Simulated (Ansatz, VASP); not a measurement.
# Two plane-wave programs on Rh

```
Rh
1.0
     4.79161    0.00000    0.00000
     0.00000    4.79161    0.00000
     0.00000    0.00000    4.79161
Rh
8
Cartesian
  0.0000 0.0000 0.0000
  2.3958 2.3958 2.3958
  1.1979 0.0000 2.3958
  3.5937 0.0000 2.3958
  2.3958 1.1979 0.0000
  2.3958 3.5937 0.0000
  0.0000 2.3958 1.1979
  0.0000 2.3958 3.5937
```

Alike in both runs: task relaxation of cell and atoms; functional BLYP; k mesh 6 × 6 × 6; occupations fermi-dirac, width 0.1 eV; no spin polarisation.

|  | VASP | Ansatz |
| --- | --- | --- |
| version | VASP 6.6.1 | Ansatz 0.2.0 |
| potentials or method | VASP PAW PBE potentials, release 64 (Rh_pv), cutoff 600 eV | plane waves (420 eV) with PAW, scalar-relativistic |
| valence electrons in the cell | 120 | 136 |

Ansatz gave:

```
relaxed volume (Å³/atom)                                        : 15.40
relaxed length of the cell vector where the two differ most in proportion (Å) : 4.976
```

Which values does VASP return?

Relaxed volume (Å³/atom): 15.42; relaxed length of the cell vector where the two differ most in proportion (Å): 4.978.

VASP's potentials were made for PBE, not for BLYP. VASP's potentials hold 120 valence electrons a cell and Ansatz's 136, so a difference there can come from the potentials and not from the codes.
